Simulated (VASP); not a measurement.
# SiC (P1) in VASP: further runs

The runs below take SiC through single point, with PBEsol.

Program: VASP 6.6.1. These are calculated values, not measurements. Logs are shortened: lines on timing, memory, paths and dates and some standing lists are left out, and cuts for length are marked.

## (1) The cell of the first run

The typed cell holds 4 atoms: a = 3.076 Å, b = 3.103 Å, c = 5.049 Å, α = 90.41°, β = 91.14°, γ = 120.85°.

## (2) Single point, PBEsol (equal xy, yz and zx shear strains of -2 %)

INCAR reads:

```
PREC = Accurate ; ENCUT = 520
EDIFF = 1E-6 ; ISMEAR = -1
SIGMA = 0.08 ; LREAL = False
LASPH = True ; NELM = 100
ALGO = Normal ; ISIF = 2
LWAVE = False ; LCHARG = False
GGA = PS ; NBANDS = 16
```

KPOINTS reads:

```
Automatic mesh
0
Gamma
  15 15 8
```

POSCAR reads:

```
SiC
1.0
    3.0759982064     -0.0307599821     -0.0307599821
   -1.5646380291      2.6792725798     -0.0112589349
   -0.0504800000     -0.0504800000      5.0480000000
Si C
2 2
Direct
    0.3333333333      0.6666666667      0.0000000000
    0.6666666667      0.3333333333      0.5000000000
    0.3333333333      0.6666666667      0.3850000000
    0.6666666667      0.3333333333      0.8850000000
```

Potentials or basis: VASP PAW PBE potentials, release 64 (Si, C).

Command:

```console
$ cat potpaw_PBE.64/Si/POTCAR potpaw_PBE.64/C/POTCAR > POTCAR
$ mpirun -np 1 vasp_std > vasp.out
```

OUTCAR:

```text
PREC = Accurate
   ENCUT = 520
   EDIFF = 1E-6
   ISMEAR = -1
   LREAL = False
   LASPH = True
   NELM = 100
   ISIF = 2
   GGA = PS

 ion  position               nearest neighbor table
   1  0.333  0.667  0.000-   4 1.84   4 1.88   4 1.89   3 1.94   2 3.04   2 3.06   2 3.08   2 3.11
                             2 3.12   2 3.12
   2  0.667  0.333  0.500-   3 1.86   3 1.87   3 1.88   4 1.94   1 3.04   1 3.06   1 3.08   1 3.11
                             1 3.12   1 3.12
   3  0.333  0.667  0.385-   2 1.86   2 1.87   2 1.88   1 1.94
   4  0.667  0.333  0.885-   1 1.84   1 1.88   1 1.89   2 1.94

  LATTYP: Found a triclinic cell.
 ALAT       =     3.0496875504
 B/A-ratio  =     1.0087281861
 C/A-ratio  =     1.6554170522
 COS(alpha) =     0.0198960208
 COS(beta)  =     0.0274156886
 COS(gamma) =     0.4869832429

  Lattice vectors:

 A1 = (   1.5113601773,   2.6485125977,  -0.0420189170)
 A2 = (   3.0759982064,  -0.0307599821,  -0.0307599821)
 A3 = (   0.0504800000,   0.0504800000,  -5.0480000000)

Analysis of symmetry for initial positions (statically):
=====================================================================
 Subroutine PRICEL returns:
 Original cell was already a primitive cell.

 Routine SETGRP: Setting up the symmetry group for a
 triclinic supercell.

 Subroutine GETGRP returns: Found  1 space group operations
 (whereof  1 operations were pure point group operations)
 out of a pool of  2 trial point group operations.

The static configuration has the point symmetry C_1 .

Analysis of symmetry for dynamics (positions and initial velocities):
=====================================================================
 Subroutine PRICEL returns:
 Original cell was already a primitive cell.

 Routine SETGRP: Setting up the symmetry group for a
 triclinic supercell.

 Subroutine GETGRP returns: Found  1 space group operations
 (whereof  1 operations were pure point group operations)
 out of a pool of  2 trial point group operations.

The dynamic configuration has the point symmetry C_1 .

 Subroutine INISYM returns: Found  1 space group operations
 (whereof  1 operations are pure point group operations),
 and found     1 'primitive' translations

----------------------------------------------------------------------------------------

                                     Primitive cell

  volume of cell :      41.3515

  direct lattice vectors                    reciprocal lattice vectors
     3.075998206 -0.030759982 -0.030759982     0.327059703  0.191017660  0.005180774
    -1.564638029  2.679272580 -0.011258935     0.003792590  0.375466363  0.003792590
    -0.050480000 -0.050480000  5.048000000     0.002001397  0.002001397  0.198138285

  length of vectors
     3.076305791  3.102695680  5.048504775     0.378791019  0.375504670  0.198158500

  position of ions in fractional coordinates (direct lattice)
     0.333333333  0.666666667  0.000000000
     0.666666667  0.333333333  0.500000000
     0.333333333  0.666666667  0.385000000
     0.666666667  0.333333333  0.885000000

  ion indices of the primitive-cell ions
   primitive index   ion index
                 1           1
                 2           2
                 3           3
                 4           4

----------------------------------------------------------------------------------------

 KPOINTS: Automatic mesh

Automatic generation of k-mesh.
 Grid dimensions read from file:
 generate k-points for:   15   15    8

 Generating k-lattice:

  Cartesian coordinates                     Fractional coordinates (reciprocal lattice)
     0.021803980  0.012734511  0.000345385     0.066666667 -0.000000000  0.000000000
     0.000252839  0.025031091  0.000252839    -0.000000000  0.066666667  0.000000000
     0.000250175  0.000250175  0.024767286     0.000000000  0.000000000  0.125000000

  Length of vectors
     0.025252735  0.025033645  0.024769812

  Shift w.r.t. Gamma in fractional coordinates (k-lattice)
     0.000000000  0.000000000  0.000000000

 Subroutine IBZKPT returns following result:
 ===========================================

 Found    901 irreducible k-points:

 Following reciprocal coordinates:
            Coordinates               Weight
  0.000000  0.000000  0.000000      1.000000
  0.066667 -0.000000  0.000000      2.000000
  0.133333 -0.000000  0.000000      2.000000
  0.200000 -0.000000  0.000000      2.000000
  0.266667 -0.000000  0.000000      2.000000
  0.333333 -0.000000  0.000000      2.000000
[... 16 lines left out ...]
 -0.066667  0.066667 -0.000000      2.000000
 -0.000000  0.133333 -0.000000      2.000000
 [... further k-points ...]
   k-points           NKPTS =    901   k-points in BZ     NKDIM =    901   number of bands    NBANDS=     16
   number of dos      NEDOS =    301   number of ions     NIONS =      4
   total plane-waves  NPLWV =  23040
   dimension x,y,z NGX =    24 NGY =   24 NGZ =   40
   dimension x,y,z NGXF=    48 NGYF=   48 NGZF=   80
   ions per type =               2   2
   NGX,Y,Z   is equivalent  to a cutoff of  12.97, 12.86, 13.17 a.u.
   NGXF,Y,Z  is equivalent  to a cutoff of  25.94, 25.72, 26.34 a.u.
 SYSTEM =  unknown system
   PREC   = accura    normal or accurate (medium, high low for compatibility)
   ISTART =      0    job   : 0-new  1-cont  2-samecut
   ICHARG =      2    charge: 1-file 2-atom 10-const
   ISPIN  =      1    spin polarized calculation?
   LNONCOLLINEAR =      F non collinear calculations
   LSORBIT =      F    spin-orbit coupling
   LASPH  =      T    aspherical Exc in radial PAW
   ENCUT  =  520.0 eV  38.22 Ry    6.18 a.u.   5.72  5.77  9.39*2*pi/ulx,y,z
   NELM   =    100;   NELMIN=  2; NELMDL= -5     # of ELM steps
   EDIFF  = 0.1E-05   stopping-criterion for ELM
   LREAL  =      F    real-space projection
[... 7 lines left out ...]
   TEBEG  =    0.0;   TEEND  =   0.0 temperature during run
   PSTRESS=    0.0 pullay stress
   NELECT =      16.0000    total number of electrons
   NUPDOWN=      -1.0000    fix difference up-down
   EMIN   =  10.00;   EMAX   =-10.00  energy-range for DOS
   EFERMI =   0.00;   METHOD = LEGACY
   ISMEAR =    -1;   SIGMA  =   0.08  broadening in eV -4-tet -1-fermi 0-gaus
   EFERMI_NEDOS =   21; number of points for ismear=-14 and -15
   IALGO  =     38    algorithm
   IMIX   =      4    mixing-type and parameters
     AMIX     =   0.40;   BMIX     =  1.00
     AMIX_MAG =   1.60;   BMIX_MAG =  1.00
  volume/ion in A,a.u.               =      10.34        69.76
  Fermi-wavevector in a.u.,A,eV,Ry     =   1.192938  2.254326 19.362463  1.423101
  Thomas-Fermi vector in A             =   2.328964
   LORBIT       =      0    0 simple, 1 ext, 2 COOP (PROOUT), +10 PAW based schemes
   GGA     = PS    functional components
   LHFCALC =     F    Hartree Fock is set to
   AEXX    =    0.0000 exact exchange contribution
   IVDW    =     0    specifies the selected vdW correction
   LEPSILON=     F    determine dielectric tensor
   LRPA    =     F    only Hartree local field effects (RPA)
 non-spin polarized calculation
  energy-cutoff  :      520.00
  volume of cell :       41.35
 maximum number of plane-waves:      1131
   NGX = 11   NGY = 11   NGZ = 19

 number of electron      16.0000000 magnetization

 Free energy of the ion-electron system (eV)
  ---------------------------------------------------
  ext. energy  EPLUGINS =         0.00000000
  ---------------------------------------------------
  free energy    TOTEN  =       -31.75614505 eV

  energy without entropy =      -31.75614503  energy(sigma->0) =      -31.75614504

 E-fermi :   9.4771     XC(G=0): -11.4995

 val. band max:        8.3994430910   @ k =   0.0000   0.0000   0.0000
 cond. band min:      10.5271670263   @ k =   0.3333   0.3333   0.0000
 fundamental gap:      2.1277239353
 Fermi energy:         9.4770554520

 k-point     1 :       0.0000    0.0000    0.0000
  band No.  band energies     occupation
      1      -7.3861      2.00000
      2      -3.8431      2.00000
      3      -0.3995      2.00000
      4       6.7304      2.00000
      5       6.8692      2.00000
      6       8.0268      2.00000
[... 8 lines left out ...]
     15      17.1575      0.00000
     16      19.4456      0.00000

 k-point     2 :       0.0667   -0.0000    0.0000
  band No.  band energies     occupation
      1      -7.3069      2.00000
      2      -3.7751      2.00000
      3      -0.3249      2.00000
      4       6.4120      2.00000
      5       6.5987      2.00000
      6       7.8191      2.00000
[... 8 lines left out ...]
     15      17.0746      0.00000
     16      19.0011      0.00000

 k-point     3 :       0.1333   -0.0000    0.0000
  band No.  band energies     occupation
      1      -7.0706      2.00000
      2      -3.5744      2.00000
      3      -0.1041      2.00000
      4       5.3565      2.00000
      5       6.2313      2.00000
      6       7.0535      2.00000
[... 8 lines left out ...]
     15      17.5910      0.00000
     16      18.0600      0.00000

 k-point     4 :       0.2000   -0.0000    0.0000
  band No.  band energies     occupation
      1      -6.6810      2.00000
      2      -3.2528      2.00000
      3       0.2501      2.00000
      4       4.0558      2.00000
      5       5.7904      2.00000
      6       6.0249      2.00000
[... 8 lines left out ...]
     15      17.7787      0.00000
     16      18.1706      0.00000

 k-point     5 :       0.2667   -0.0000    0.0000
  band No.  band energies     occupation
      1      -6.1464      2.00000
      2      -2.8401      2.00000
      3       0.6909      2.00000
      4       2.7742      2.00000
      5       4.8878      2.00000
      6       5.3761      2.00000
[... 8 lines left out ...]
     15      18.2144      0.00000
     16      19.0443      0.00000

 k-point     6 :       0.3333   -0.0000    0.0000
  band No.  band energies     occupation
      1      -5.4836      2.00000
      2      -2.4178      2.00000
      3       0.8988      2.00000
      4       1.9810      2.00000
      5       3.7595      2.00000
      6       5.0294      2.00000
[... 8 lines left out ...]
     15      18.9705      0.00000
     16      20.1398      0.00000

 k-point     7 :       0.4000   -0.0000   -0.0000
  band No.  band energies     occupation
      1      -4.7341      2.00000
      2      -2.2172      2.00000
      3       0.4596      2.00000
      4       2.2672      2.00000
      5       2.7714      2.00000
      6       4.7861      2.00000
[... 8 lines left out ...]
     15      19.2066      0.00000
     16      20.1705      0.00000

 k-point     8 :       0.4667   -0.0000   -0.0000
  band No.  band energies     occupation
      1      -4.0523      2.00000
      2      -2.4661      2.00000
      3       0.4088      2.00000
      4       1.8804      2.00000
      5       2.9019      2.00000
      6       4.6603      2.00000
[... 8 lines left out ...]
     15      18.6790      0.00000
     16      20.4457      0.00000

 k-point     9 :       0.0000    0.0667   -0.0000
  band No.  band energies     occupation
      1      -7.3084      2.00000
      2      -3.7763      2.00000
      3      -0.3266      2.00000
      4       6.3405      2.00000
      5       6.6653      2.00000
      6       7.7808      2.00000
[... 8 lines left out ...]
     15      17.2348      0.00000
     16      18.8634      0.00000
[... 172 lines left out ...]
 k-point    19 :      -0.3333    0.0667   -0.0000
  band No.  band energies     occupation
      1      -5.7824      2.00000
      2      -2.5882      2.00000
      3       0.9109      2.00000
      4       2.2924      2.00000
      5       4.1775      2.00000
      6       5.0112      2.00000
[... 8 lines left out ...]
     15      18.1879      0.00000
     16      19.9033      0.00000

 k-point    20 :      -0.2667    0.0667    0.0000
  band No.  band energies     occupation
      1      -6.3813      2.00000
      2      -3.0156      2.00000
      3       0.5068      2.00000
      4       3.3856      2.00000
      5       4.9941      2.00000
      6       5.7420      2.00000
[... 8 lines left out ...]
     15      17.7255      0.00000
     16      19.2428      0.00000

 k-point    21 :      -0.2000    0.0667    0.0000
  band No.  band energies     occupation
      1      -6.8422      2.00000
      2      -3.3840      2.00000
      3       0.1039      2.00000
      4       4.6055      2.00000
      5       5.6746      2.00000
      6       6.6242      2.00000
[... 8 lines left out ...]
     15      17.6794      0.00000
     16      18.5045      0.00000

 k-point    22 :      -0.1333    0.0667   -0.0000
  band No.  band energies     occupation
      1      -7.1537      2.00000
      2      -3.6444      2.00000
      3      -0.1825      2.00000
      4       5.6300      2.00000
      5       6.3350      2.00000
      6       7.3321      2.00000
[... 8 lines left out ...]
     15      17.6138      0.00000
     16      18.3327      0.00000

 k-point    23 :      -0.0667    0.0667   -0.0000
  band No.  band energies     occupation
      1      -7.3100      2.00000
      2      -3.7775      2.00000
      3      -0.3284      2.00000
      4       6.2702      2.00000
      5       6.7321      2.00000
      6       7.7413      2.00000
[... 8 lines left out ...]
     15      17.3266      0.00000
     16      18.7037      0.00000

 k-point    24 :      -0.0000    0.1333   -0.0000
  band No.  band energies     occupation
      1      -7.0766      2.00000
      2      -3.5792      2.00000
      3      -0.1112      2.00000
      4       5.2711      2.00000
      5       6.3117      2.00000
      6       7.0192      2.00000
[... 8 lines left out ...]
     15      17.6993      0.00000
     16      17.9531      0.00000

 [... further k-points ...]
[... 5 lines left out ...]
  --------------------------------------------------------------------------------------
  -------------------------------------------------------------------------------------
  Total        0.6275006      0.6291229     -0.6719260      1.2575797      0.8535124      0.8545804
  in kB       24.3127340     24.3755887    -26.0340118     48.7253689     33.0696395     33.1110180
  external PRESSURE =       7.5514370 kB  Pullay stress =       0.0000000 kB

 VOLUME and BASIS-vectors are now :
 -----------------------------------------------------------------------------
  energy-cutoff  :      520.00
  volume of cell :       41.35
      direct lattice vectors                 reciprocal lattice vectors
     3.075998206 -0.030759982 -0.030759982     0.327059703  0.191017660  0.005180774
    -1.564638029  2.679272580 -0.011258935     0.003792590  0.375466363  0.003792590
    -0.050480000 -0.050480000  5.048000000     0.002001397  0.002001397  0.198138285

 POSITION                                       TOTAL-FORCE (eV/Angst)
 -----------------------------------------------------------------------------------
     -0.01776      1.77593     -0.01776         0.338031      0.143434      0.767639
      1.50388      0.84734      2.49974        -0.067042      0.126126      0.751518
     -0.03719      1.75649      1.92572         0.107268     -0.126128     -0.749730
      1.48444      0.82791      4.44322        -0.378256     -0.143431     -0.769426
 -----------------------------------------------------------------------------------
    total drift:                               -0.000083     -0.000043      0.000087

  FREE ENERGIE OF THE ION-ELECTRON SYSTEM (eV)
  ---------------------------------------------------
  free  energy   TOTEN  =       -31.7561450472 eV

  energy  without entropy=      -31.7561450255  energy(sigma->0) =      -31.75614504
```

It took 4.6 min on 1 thread of Intel Xeon Platinum 8259CL at 2.50GHz (Skylake/Cascade Lake), shared host; peak memory 0.56 GiB.

Results:

```yaml
Free_energy: -31.7561 eV
Pressure: 0.8 GPa
Largest_force: 0.869 eV/Å
Band_gap_on_the_k_mesh: 2.13 eV, indirect (least direct gap 3.87 eV)
```

Forces in eV/Å, atoms in the order of the input:
```
Si   0.338  0.143  0.768
Si  -0.067  0.126  0.752
C    0.107 -0.126 -0.750
C   -0.378 -0.143 -0.769
```

Levels at points of the mesh, in eV from the valence-band top:
```csv
k point,band 4,band 5,band 6,band 7,band 8,band 9,band 10,band 11,band 12,band 13
"(0.00, 0.00, 0.00)",-1.67,-1.53,-0.37,-0.28,0.00,4.50,5.90,6.25,6.58,7.41
"(0.00, 0.00, 0.50)",-4.52,-1.14,-1.07,-0.94,-0.87,5.54,5.59,6.82,6.97,7.18
```

Caveat: the cell differs from its parent crystal (equal xy, yz and zx shear strains of -2 %); the PAW data sets were made with another functional, which shifts forces and pressure a little. A k mesh can miss the band edges.

## (3) Single point, PBEsol (equal xy, yz and zx shear strains of -1 %)

INCAR reads:

```
SYSTEM = SiC
  ALGO = Normal
  EDIFF = 1E-7
  ENCUT = 520
  GGA = PS
  ISIF = 2
  ISMEAR = -1
  LASPH = .True.
  LCHARG = .True.
  LELF = .True.
  LREAL = .False.
  LVHAR = .True.
  LWAVE = .False.
  NBANDS = 16
  NELM = 60
  PREC = Accurate
  SIGMA = 0.08
```

KPOINTS reads:

```
k-points
0
Gamma
  15 15 8
  0 0 0
```

POSCAR reads:

```
SiC
1.0
    3.0759982064     -0.0153799910     -0.0153799910
   -1.5513185661      2.6715825843     -0.0056294674
   -0.0252400000     -0.0252400000      5.0480000000
Si C
2 2
Direct
    0.3333333333      0.6666666667      0.0000000000
    0.6666666667      0.3333333333      0.5000000000
    0.3333333333      0.6666666667      0.3850000000
    0.6666666667      0.3333333333      0.8850000000
```

Potentials or basis: VASP PAW PBE potentials, release 64 (Si, C).

Command:

```console
$ cat potpaw_PBE.64/Si/POTCAR potpaw_PBE.64/C/POTCAR > POTCAR
$ mpirun -np 1 vasp_std > vasp.out
```

It took 5.3 min on 1 thread of Intel Xeon Platinum 8259CL at 2.50GHz (Skylake/Cascade Lake), shared host; peak memory 0.56 GiB.

It converged, with:

| Property | Result |
| --- | --- |
| Free energy | -31.7786 eV |
| Pressure | 0.7 GPa |
| Largest force | 0.780 eV/Å |
| Band gap on the k mesh | 2.15 eV, indirect (least direct gap 3.92 eV) |

Forces on the atoms (eV/Å):
```
Si   0.163  0.067  0.755
Si  -0.033  0.063  0.751
C    0.052 -0.063 -0.751
C   -0.182 -0.067 -0.756
```

Stress tensor (GPa, compression positive):
```
 2.31  2.44  1.66
 2.44  2.31  1.66
 1.66  1.66 -2.66
```

Levels at points of the mesh, in eV from the valence-band top:
| k point | band 4 | band 5 | band 6 | band 7 | band 8 | band 9 | band 10 | band 11 | band 12 | band 13 |
| --- | --- | --- | --- | --- | --- | --- | --- | --- | --- | --- |
| (0.00, 0.00, 0.00) | -1.60 | -1.53 | -0.31 | -0.26 | 0.00 | 4.55 | 5.95 | 6.35 | 6.51 | 7.47 |
| (0.00, 0.00, 0.50) | -4.49 | -1.04 | -1.00 | -0.94 | -0.91 | 5.62 | 5.63 | 6.96 | 7.03 | 7.15 |

Caveat: the cell differs from its parent crystal (equal xy, yz and zx shear strains of -1 %); the PAW data sets were made with another functional, which shifts forces and pressure a little. A k mesh can miss the band edges.
